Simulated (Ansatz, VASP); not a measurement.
**One calculation of ScB2Sb3, two programs**

```
Sc B Sb
1.0
    -2.38618    3.03509    5.86959
     2.38618   -3.03509    5.86959
     2.38618    3.03509   -5.86959
Sc B Sb
1 2 3
Direct
  0.00000 0.50000 0.50000
  0.32391 0.32391 0.00000
  0.67609 0.67609 0.00000
  0.85318 0.85318 0.00000
  0.14682 0.14682 0.00000
  0.50000 0.50000 0.00000
```

Alike in both runs: functional PBE; k mesh 4 × 4 × 4; occupations gaussian, width 0.1 eV; no spin polarisation.

Ansatz relaxed the structure, and its values are those at the end. VASP's run is a single point on that final structure, the one shown.

|  | VASP | Ansatz |
| --- | --- | --- |
| version | VASP 6.6.1 | Ansatz 0.2.0 |
| potentials or method | VASP PAW PBE potentials, release 64 (Sc_sv, B, Sb_d_GW), cutoff 560 eV | scalar-relativistic, plane waves, PAW |
| valence electrons in the cell | 62 | 62 |

|  | VASP | Ansatz | Ansatz less VASP |
| --- | --- | --- | --- |
| gap on the k mesh at the Fermi level (eV) | none | none | - |
| pressure (GPa) | -0.1 | 0.0 | +0.02 |

A gap of «none» marks a metal or a gap that the smearing closes.

The k mesh is coarse, so the values compare programs but aren't converged. Neither program's run includes spin-orbit coupling.
